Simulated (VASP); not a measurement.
Write the native input for VASP 6.6.1 that does the following.

* Task: single point
* Functional: PBE
* Potentials or basis: VASP PAW PBE potentials, release 64 (Ca_sv, Se)
* Cutoff: 520 eV
* k mesh: 6 × 6 × 4
* Occupations: gaussian, width 0.1 eV
* Spin: no spin polarisation
* Dipole correction: no
* Further INCAR settings: ALGO = Normal; EDIFF = 1e-07; NBANDS = 20

The structure of Ca2Se lies in POSCAR:

```
Ca2Se
1.0
    4.0164633020      0.0000000000      0.0000000000
   -2.0082316510      3.4783592529      0.0000000000
    0.0000000000      0.0000000000      7.2226693211
Ca Se
2 1
Direct
    0.3333333333      0.6666666667      0.7443141894
    0.3333333333      0.6666666667      0.2556858106
    0.0000000000      0.0000000000      0.0000000000
```

One way to write it, as run:

INCAR

```
PREC = Accurate
ENCUT = 520
EDIFF = 1E-7
ISMEAR = 0
SIGMA = 0.1
LREAL = F
LASPH = T
NELM = 80
ALGO = Normal
ISIF = 2
LWAVE = F
LCHARG = T
GGA = PE
LELF = T
LVHAR = T
NBANDS = 20
```

KPOINTS

```
Automatic mesh
0
Gamma
  6 6 4
```

Potentials or basis: VASP PAW PBE potentials, release 64 (Ca_sv, Se).

Launch:

```console
$ cat potpaw_PBE.64/Ca_sv/POTCAR potpaw_PBE.64/Se/POTCAR > POTCAR
$ mpirun -np 1 vasp_std > vasp.out
```

Results of the run:

- Pressure: 0.1 GPa
- Band gap on the k mesh: zero (band 13 reaches 3.26 eV, above the bottom of band 14 at 2.67 eV)

It took 44 s on 1 thread of Intel(R) Xeon(R) Platinum 8488C (Sapphire Rapids), on a shared host, peak memory 0.22 GiB.
